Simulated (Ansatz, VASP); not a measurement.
Two plane-wave programs on Co

Contents of POSCAR:

```
Co
1.0
    2.2217351727      0.0000000000      0.0000000000
    0.0000000000      2.2217351727      0.0000000000
    0.0000000000      0.0000000000      2.2217351727
Co
1
Direct
    0.0000000000      0.0000000000      0.0000000000
```

Contents of INCAR.step1:

```
PREC = Accurate
ENCUT = 520
ISMEAR = -1
SIGMA = 0.1
LREAL = False
LASPH = True
NELM = 100
NBANDS = 10
GGA = PE
ALGO = Normal
EDIFF = 1E-4
LWAVE = True
LCHARG = False
```

Contents of INCAR.step2:

```
PREC = Accurate
ENCUT = 520
EDIFF = 1E-6
ISMEAR = -1
SIGMA = 0.1
LREAL = False
LASPH = True
NELM = 100
ALGO = Normal
ISIF = 2
LWAVE = False
LCHARG = False
METAGGA = R2SCAN
LMIXTAU = True
NBANDS = 10
ISTART = 1
```

KPOINTS

```
regular mesh
0
Gamma
  16 16 16
```

Input for Ansatz:

```yaml
crystal:
  lattice:
    - [2.2217351727, 0.0, 0.0]
    - [0.0, 2.2217351727, 0.0]
    - [0.0, 0.0, 2.2217351727]
  atoms:
    - { symbol: Co, position: [0.0, 0.0, 0.0] }
hamiltonian:
  xc: r2scan
  pseudopotentials:
    kind: paw
    azcp:
      Co: "pseudopotentials/Co.paw.azcp"
basis:
  ecutwfc: 500
  fft_grid_basis: typed
kpoints:
  mp_grid: { grid: [16, 16, 16], shift: [0, 0, 0] }
magnetization:
  spin_polarized: false
scf:
  occupations: { method: fermi_dirac, width: 0.1 }
  lower_state_search: "off"
output:
  stress: true
```

Alike in both runs: task single point; functional r2SCAN; k mesh 16 × 16 × 16; occupations fermi-dirac, width 0.1 eV; no spin polarisation.

|  | VASP | Ansatz |
| --- | --- | --- |
| version | VASP 6.6.1 | Ansatz 0.2.0 |
| potentials or method | VASP PAW PBE potentials, release 64 (Co), cutoff 520 eV | plane waves (500 eV) with PAW, scalar-relativistic |
| valence electrons in the cell | 9 | 17 |

```tsv
	VASP	Ansatz	Ansatz less VASP
pressure (GPa)	8.9	9.3	+0.36
```

VASP's potentials were made for PBE, not for r2SCAN. VASP's potentials hold 9 valence electrons a cell and Ansatz's 17, so a difference there can come from the potentials and not from the codes.
